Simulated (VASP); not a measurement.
Write the native input for VASP 6.6.1 that does the following.

| Property | Result |
| --- | --- |
| Task | single point |
| Functional | PBEsol |
| Potentials or basis | VASP PAW PBE potentials, release 64 (Ag, Cl) |
| Cutoff | 520 eV |
| k mesh | 8 × 6 × 8 |
| Occupations | gaussian, width 0.05 eV |
| Spin | no spin polarisation |
| Dipole correction | no |
| Further INCAR settings | ALGO = Normal; EDIFF = 1e-07; NBANDS = 26 |

The structure of AgCl lies in POSCAR:

```
AgCl
1.0
    3.8519796063      0.0000000000      0.0000000000
    0.0000000000      5.4475218012      0.0000000000
    0.0000000000      0.0000000000      3.8519796063
Ag Cl
2 2
Direct
    0.0000000000      0.0000000000      0.0000000000
    0.5000000000      0.5000000000      0.5000000000
    0.0000000000      0.5000000000      0.0000000000
    0.5000000000      0.0000000000      0.5000000000
```

One way to write it, as run:

INCAR

```
SYSTEM = AgCl
PREC     = Accurate       ! precision mode
ENCUT    = 520            ! plane-wave cutoff, eV
EDIFF    = 1E-7           ! SCF threshold, eV
ISMEAR   = 0              ! smearing method
SIGMA    = 0.05           ! smearing width, eV
LREAL    = .FALSE.        ! projectors in reciprocal space
LASPH    = .TRUE.         ! aspherical terms in the spheres
NELM     = 100            ! most SCF steps
ALGO     = Normal         ! electronic algorithm
ISIF     = 2              ! what is computed and relaxed
LWAVE    = .FALSE.        ! write WAVECAR
LCHARG   = .FALSE.        ! write CHGCAR
GGA      = PS             ! functional
NBANDS   = 26             ! bands
```

KPOINTS

```
Automatic mesh
0
G
  8 6 8
  0 0 0
```

Potentials or basis: VASP PAW PBE potentials, release 64 (Ag, Cl).

Launch:

```sh
$ cat potpaw_PBE.64/Ag/POTCAR potpaw_PBE.64/Cl/POTCAR > POTCAR
$ mpirun -np 1 vasp_std > vasp.out
```

It gave:

```yaml
Pressure: -0.1 GPa
Band_gap_on_the_k_mesh: 0.72 eV
```

Caveat: the PAW data sets were made with another functional, which shifts forces and pressure a little.

Wall time 82 s on 1 thread of Intel(R) Xeon(R) Platinum 8259CL CPU @ 2.50GHz (Skylake/Cascade Lake), on a shared host, peak memory 0.25 GiB.
